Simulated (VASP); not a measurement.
# CaF2 (Fm-3m) in VASP: further runs, part 2 of 2

VASP 6.6.1. The steps go on from the part before.

### 4 Electric field gradients, LDA (13.85 Å³/atom)

This run uses another cell than the first one, of 13.85 Å³/atom.

File INCAR:

```
SYSTEM = CaF2
PREC = Accurate
ENCUT = 520
EDIFF = 1E-8
ISMEAR = -1
SIGMA = 0.03
LREAL = .False.
LASPH = .True.
NELM = 120
ALGO = Normal
ISIF = 2
LWAVE = .False.
LCHARG = .False.
LEFG = .True.
NBANDS = 19
GGA_COMPAT = .False.
```

File KPOINTS:

```
regular mesh
0
Gamma
  10 10 10
  0 0 0
```

File POSCAR:

```
CaF2
1.0
    0.0000000000      2.7493382755      2.7493382755
    2.7493382755      0.0000000000      2.7493382755
    2.7493382755      2.7493382755      0.0000000000
Ca F
1 2
Direct
    0.0000000000      0.0000000000      0.0000000000
    0.2500000000      0.2500000000      0.2500000000
    0.7500000000      0.7500000000      0.7500000000
```

Potentials or basis: VASP PAW LDA potentials, release 64 (Ca_sv, F).

Started as:

```
> cat potpaw_LDA.64/Ca_sv/POTCAR potpaw_LDA.64/F/POTCAR > POTCAR
> mpirun -np 1 vasp_std > vasp.out
```

OUTCAR:

```text
SYSTEM = CaF2
   PREC = Accurate
   ENCUT = 520
   EDIFF = 1E-8
   ISMEAR = -1
   LREAL = .False.
   LASPH = .True.
   NELM = 120
   ISIF = 2

 ion  position               nearest neighbor table
   1  0.000  0.000  0.000-   3 2.38   3 2.38   3 2.38   2 2.38   3 2.38   2 2.38   2 2.38   2 2.38

   2  0.250  0.250  0.250-   1 2.38   1 2.38   1 2.38   1 2.38
   3  0.750  0.750  0.750-   1 2.38   1 2.38   1 2.38   1 2.38

  LATTYP: Found a face centered cubic cell.
 ALAT       =     5.4986765510

[... 748 lines left out ...]
  free  energy   TOTEN  =       -18.9245817408 eV

  energy  without entropy=      -18.9245817408  energy(sigma->0) =      -18.92458174

 Electric field gradients (V/A^2)
---------------------------------------------------------------------
 ion       V_xx      V_yy      V_zz      V_xy      V_xz      V_yz
---------------------------------------------------------------------
   1       0.000    -0.000     0.000    -0.000    -0.000    -0.000
   2      -0.000     0.000     0.000    -0.001    -0.001    -0.001
   3      -0.000     0.000    -0.000    -0.001    -0.001    -0.001
---------------------------------------------------------------------

 Electric field gradients after diagonalization (V/A^2)
 (convention: |V_zz| > |V_xx| > |V_yy|)
----------------------------------------------------------------------
 ion       V_xx      V_yy      V_zz     asymmetry (V_yy - V_xx)/ V_zz
----------------------------------------------------------------------
   1       0.000     0.000    -0.000       0.000
   2       0.001     0.001    -0.001       0.000
   3       0.001     0.001    -0.001       0.000
----------------------------------------------------------------------

           NMR quadrupolar parameters

 Cq : quadrupolar parameter    Cq=e*Q*V_zz/h
 eta: asymmetry parameters     (V_yy - V_xx)/ V_zz
 Q  : nuclear electric quadrupole moment in mb (millibarn)
----------------------------------------------------------------------
 ion       Cq(MHz)       eta       Q (mb)
----------------------------------------------------------------------
   1      -0.000       0.000       1.000
   2      -0.000       0.000       1.000
   3      -0.000       0.000       1.000
----------------------------------------------------------------------
```

OSZICAR:

```text
N       E                     dE             d eps       ncg     rms          rms(c)
DAV:   1     0.210323269467E+03    0.21032E+03   -0.13678E+04  1786   0.129E+03
DAV:   2    -0.877632205575E+01   -0.21910E+03   -0.21274E+03  2138   0.342E+02
DAV:   3    -0.198305384080E+02   -0.11054E+02   -0.11000E+02  2059   0.811E+01
DAV:   4    -0.202080495088E+02   -0.37751E+00   -0.37662E+00  2816   0.119E+01
DAV:   5    -0.202104986513E+02   -0.24491E-02   -0.24490E-02  2011   0.109E+00    0.773E+00
DAV:   6    -0.189878688362E+02    0.12226E+01   -0.50995E+00  1921   0.154E+01    0.308E+00
DAV:   7    -0.189441254291E+02    0.43743E-01   -0.12692E-01  2022   0.354E+00    0.171E+00
DAV:   8    -0.189240576450E+02    0.20068E-01   -0.34222E-02  2095   0.204E+00    0.207E-01
DAV:   9    -0.189243525818E+02   -0.29494E-03   -0.46024E-03  2256   0.500E-01    0.103E-01
DAV:  10    -0.189245847407E+02   -0.23216E-03   -0.72923E-04  1999   0.223E-01    0.178E-02
DAV:  11    -0.189245847515E+02   -0.10759E-07   -0.71066E-05  2074   0.685E-02    0.129E-02
DAV:  12    -0.189245816705E+02    0.30810E-05   -0.12977E-05  2347   0.353E-02    0.190E-03
DAV:  13    -0.189245818218E+02   -0.15133E-06   -0.13208E-06  1974   0.108E-02    0.240E-03
DAV:  14    -0.189245817411E+02    0.80769E-07   -0.35451E-07  2068   0.421E-03    0.352E-04
DAV:  15    -0.189245817408E+02    0.22692E-09   -0.53411E-09  1223   0.819E-04
   1 F= -.18924582E+02 E0= -.18924582E+02  d E =-.446796E-11
```

stdout:

```text
POSCAR found type information on POSCAR CaF
 POSCAR found :  2 types and       3 ions
 scaLAPACK will be used
 LDA part: xc-table for (Slater(with rela. corr.)+CA(PZ))
 , standard interpolation
 POSCAR, INCAR and KPOINTS ok, starting setup
 FFT: planning ... GRIDC
 FFT: planning ... GRID_SOFT
 FFT: planning ... GRID
 WAVECAR not read
 entering main loop
ion   1

ion   2

ion   3
```

It took 22 s on 1 thread of Intel Xeon Platinum 8559C (Emerald Rapids), shared host; peak memory 0.16 GiB.

Results:

```yaml
Free_energy: -18.9246 eV
Pressure: -7.5 GPa
Band_gap_on_the_k_mesh: 6.79 eV (least direct gap 7.04 eV)
Largest_electric_field_gradient_by_atom: zero within the noise of the run
```

Caveat: the cell stands under tension. A k mesh can miss the band edges.

### 5 Electric field gradients, LDA (14.40 Å³/atom)

This run uses another cell than the first one, of 14.40 Å³/atom.

Edit INCAR of step 4 so:

```diff
@@ -13,2 +13,3 @@
 LCHARG = .False.
+GGA = CA
 LEFG = .True.
```

KPOINTS is that of step 4.

File POSCAR:

```
CaF2
1.0
    0.0000000000      2.7848175212      2.7848175212
    2.7848175212      0.0000000000      2.7848175212
    2.7848175212      2.7848175212      0.0000000000
Ca F
1 2
Direct
    0.0000000000      0.0000000000      0.0000000000
    0.2500000000      0.2500000000      0.2500000000
    0.7500000000      0.7500000000      0.7500000000
```

Potentials or basis: VASP PAW LDA potentials, release 64 (Ca_sv, F).

Started as:

```
> cat potpaw_LDA.64/Ca_sv/POTCAR potpaw_LDA.64/F/POTCAR > POTCAR
> mpirun -np 1 vasp_std > vasp.out
```

OUTCAR:

```text
SYSTEM = CaF2
   PREC = Accurate
   ENCUT = 520
   EDIFF = 1E-8
   ISMEAR = -1
   LREAL = .False.
   LASPH = .True.
   NELM = 120
   ISIF = 2
   GGA = CA

 ion  position               nearest neighbor table
   1  0.000  0.000  0.000-   3 2.41   3 2.41   3 2.41   2 2.41   2 2.41   2 2.41   3 2.41   2 2.41

   2  0.250  0.250  0.250-   1 2.41   1 2.41   1 2.41   1 2.41
   3  0.750  0.750  0.750-   1 2.41   1 2.41   1 2.41   1 2.41

  LATTYP: Found a face centered cubic cell.
 ALAT       =     5.5696350424

  Lattice vectors:

 A1 = (   0.0000000000,   2.7848175212,   2.7848175212)
[... 748 lines left out ...]

 Electric field gradients (V/A^2)
---------------------------------------------------------------------
 ion       V_xx      V_yy      V_zz      V_xy      V_xz      V_yz
---------------------------------------------------------------------
   1      -0.000    -0.000    -0.000     0.000     0.000     0.000
   2       0.000    -0.000    -0.000     0.002     0.002     0.002
   3       0.000    -0.000    -0.000     0.002     0.002     0.002
---------------------------------------------------------------------

 Electric field gradients after diagonalization (V/A^2)
 (convention: |V_zz| > |V_xx| > |V_yy|)
----------------------------------------------------------------------
 ion       V_xx      V_yy      V_zz     asymmetry (V_yy - V_xx)/ V_zz
----------------------------------------------------------------------
   1      -0.000    -0.000     0.001       0.000
   2      -0.002    -0.002     0.005       0.000
   3      -0.002    -0.002     0.005       0.000
----------------------------------------------------------------------

           NMR quadrupolar parameters

 Cq : quadrupolar parameter    Cq=e*Q*V_zz/h
 eta: asymmetry parameters     (V_yy - V_xx)/ V_zz
 Q  : nuclear electric quadrupole moment in mb (millibarn)
----------------------------------------------------------------------
 ion       Cq(MHz)       eta       Q (mb)
----------------------------------------------------------------------
   1       0.000       0.000       1.000
   2       0.000       0.000       1.000
   3       0.000       0.000       1.000
----------------------------------------------------------------------
```

Wall time 22 s (1 thread of Intel Xeon Platinum 8559C (Emerald Rapids), shared host); peak memory 0.16 GiB.

Results:

* Free energy: -18.8397 eV
* Pressure: -9.8 GPa
* Band gap on the k mesh: 6.57 eV (least direct gap 6.82 eV)
* Largest electric field gradient by atom: zero within the noise of the run

Caveat: the cell stands under tension.

### 6 Electric field gradients, LDA (14.40 Å³/atom)

This run uses another cell than the first one, of 14.40 Å³/atom.

File INCAR:

```
SYSTEM = CaF2
  PREC = Accurate
  ENCUT = 520
  EDIFF = 1E-8
  ISMEAR = -1
  SIGMA = 0.03
  LREAL = .FALSE.
  LASPH = .TRUE.
  NELM = 120
  ALGO = Normal
  ISIF = 2
  LWAVE = .FALSE.
  LCHARG = .FALSE.
  LEFG = .TRUE.
  NBANDS = 19
  GGA_COMPAT = .FALSE.
```

File KPOINTS:

```
regular mesh
0
G
  10 10 10
  0 0 0
```

POSCAR is that of step 5.

Potentials or basis: VASP PAW LDA potentials, release 64 (Ca_sv, F).

Started as:

```
> cat potpaw_LDA.64/Ca_sv/POTCAR potpaw_LDA.64/F/POTCAR > POTCAR
> mpirun -np 1 vasp_std > vasp.out
```

OUTCAR:

```text
SYSTEM = CaF2
   PREC = Accurate
   ENCUT = 520
   EDIFF = 1E-8
   ISMEAR = -1
   LREAL = .FALSE.
   LASPH = .TRUE.
   NELM = 120
   ISIF = 2

 ion  position               nearest neighbor table
   1  0.000  0.000  0.000-   3 2.41   3 2.41   3 2.41   2 2.41   2 2.41   2 2.41   3 2.41   2 2.41

   2  0.250  0.250  0.250-   1 2.41   1 2.41   1 2.41   1 2.41
   3  0.750  0.750  0.750-   1 2.41   1 2.41   1 2.41   1 2.41

  LATTYP: Found a face centered cubic cell.
 ALAT       =     5.5696350424

  Lattice vectors:

 A1 = (   0.0000000000,   2.7848175212,   2.7848175212)
 A2 = (   2.7848175212,   0.0000000000,   2.7848175212)
 A3 = (   2.7848175212,   2.7848175212,   0.0000000000)

Analysis of symmetry for initial positions (statically):
=====================================================================
 Subroutine PRICEL returns:
 Original cell was already a primitive cell.

 Routine SETGRP: Setting up the symmetry group for a
 face centered cubic supercell.

 Subroutine GETGRP returns: Found 48 space group operations
 (whereof 48 operations were pure point group operations)
 out of a pool of 48 trial point group operations.

The static configuration has the point symmetry O_h .

Analysis of symmetry for dynamics (positions and initial velocities):
=====================================================================
 Subroutine PRICEL returns:
 Original cell was already a primitive cell.

 Routine SETGRP: Setting up the symmetry group for a
 face centered cubic supercell.

 Subroutine GETGRP returns: Found 48 space group operations
 (whereof 48 operations were pure point group operations)
[... 158 lines left out ...]

 k-point     1 :       0.0000    0.0000    0.0000
  band No.  band energies     occupation
      1     -37.3756      2.00000
      2     -21.0508      2.00000
      3     -20.3232      2.00000
      4     -18.6153      2.00000
      5     -18.6153      2.00000
      6     -18.6153      2.00000
[... 505 lines left out ...]
      6     -18.1031      2.00000
[... 11 lines left out ...]
     18       9.1341      0.00000
     19      13.2786      0.00000

 [... further k-points ...]
[... 5 lines left out ...]
  --------------------------------------------------------------------------------------
  -------------------------------------------------------------------------------------
  Total       -2.6327370     -2.6327370     -2.6327370      0.0000000      0.0000000      0.0000000
  in kB      -97.6557531    -97.6557531    -97.6557531      0.0000000      0.0000000      0.0000000
  external PRESSURE =     -97.6557531 kB  Pullay stress =       0.0000000 kB

 VOLUME and BASIS-vectors are now :
 -----------------------------------------------------------------------------
  energy-cutoff  :      520.00
  volume of cell :       43.19
      direct lattice vectors                 reciprocal lattice vectors
     0.000000000  2.784817521  2.784817521    -0.179544978  0.179544978  0.179544978
     2.784817521  0.000000000  2.784817521     0.179544978 -0.179544978  0.179544978
     2.784817521  2.784817521  0.000000000     0.179544978  0.179544978 -0.179544978

 POSITION                                       TOTAL-FORCE (eV/Angst)
 -----------------------------------------------------------------------------------
      0.00000      0.00000      0.00000         0.000000     -0.000000      0.000000
      1.39241      1.39241      1.39241        -0.000000      0.000000     -0.000000
      4.17723      4.17723      4.17723         0.000000      0.000000      0.000000
 -----------------------------------------------------------------------------------
    total drift:                                0.000000     -0.000000      0.000000

  FREE ENERGIE OF THE ION-ELECTRON SYSTEM (eV)
  ---------------------------------------------------
  free  energy   TOTEN  =       -18.8396633112 eV

  energy  without entropy=      -18.8396633111  energy(sigma->0) =      -18.83966331

 Electric field gradients (V/A^2)
---------------------------------------------------------------------
 ion       V_xx      V_yy      V_zz      V_xy      V_xz      V_yz
---------------------------------------------------------------------
   1      -0.000    -0.000    -0.000     0.000     0.000     0.000
   2       0.000    -0.000    -0.000     0.002     0.002     0.002
   3       0.000    -0.000    -0.000     0.002     0.002     0.002
---------------------------------------------------------------------

 Electric field gradients after diagonalization (V/A^2)
 (convention: |V_zz| > |V_xx| > |V_yy|)
----------------------------------------------------------------------
 ion       V_xx      V_yy      V_zz     asymmetry (V_yy - V_xx)/ V_zz
----------------------------------------------------------------------
   1      -0.000    -0.000     0.001       0.000
   2      -0.002    -0.002     0.005       0.000
   3      -0.002    -0.002     0.005       0.000
----------------------------------------------------------------------

           NMR quadrupolar parameters

 Cq : quadrupolar parameter    Cq=e*Q*V_zz/h
 eta: asymmetry parameters     (V_yy - V_xx)/ V_zz
 Q  : nuclear electric quadrupole moment in mb (millibarn)
----------------------------------------------------------------------
 ion       Cq(MHz)       eta       Q (mb)
----------------------------------------------------------------------
   1       0.000       0.000       1.000
   2       0.000       0.000       1.000
   3       0.000       0.000       1.000
----------------------------------------------------------------------
```

Wall time 23 s (1 thread of Intel Xeon Platinum 8559C (Emerald Rapids), shared host); peak memory 0.16 GiB.

What came out:

```
Free energy                             : -18.8397 eV
Pressure                                : -9.8 GPa
Band gap on the k mesh                  : 6.57 eV (least direct gap 6.82 eV)
Largest electric field gradient by atom : zero within the noise of the run
```

Caveat: the cell stands under tension.

### 7 The runs side by side

```tsv
cell	gap on the mesh (eV)	pressure (GPa)
a = 3.850 Å, angles 60.0°, 3 atoms	6.96	-5.3
a = 3.888 Å, angles 60.0°, 3 atoms	6.79	-7.5
a = 3.938 Å, angles 60.0°, 3 atoms	6.57	-9.8
```

Alike in all rows: task electric field gradients; level LDA; potentials or basis VASP PAW LDA potentials, release 64 (Ca_sv, F); no spin polarisation; k mesh 10 × 10 × 10; cutoff (eV) 520; smearing fermi-dirac 0.03 eV.

Caveats: the cell stands under tension.

Absolute energies hang on the potentials; compare differences alone.
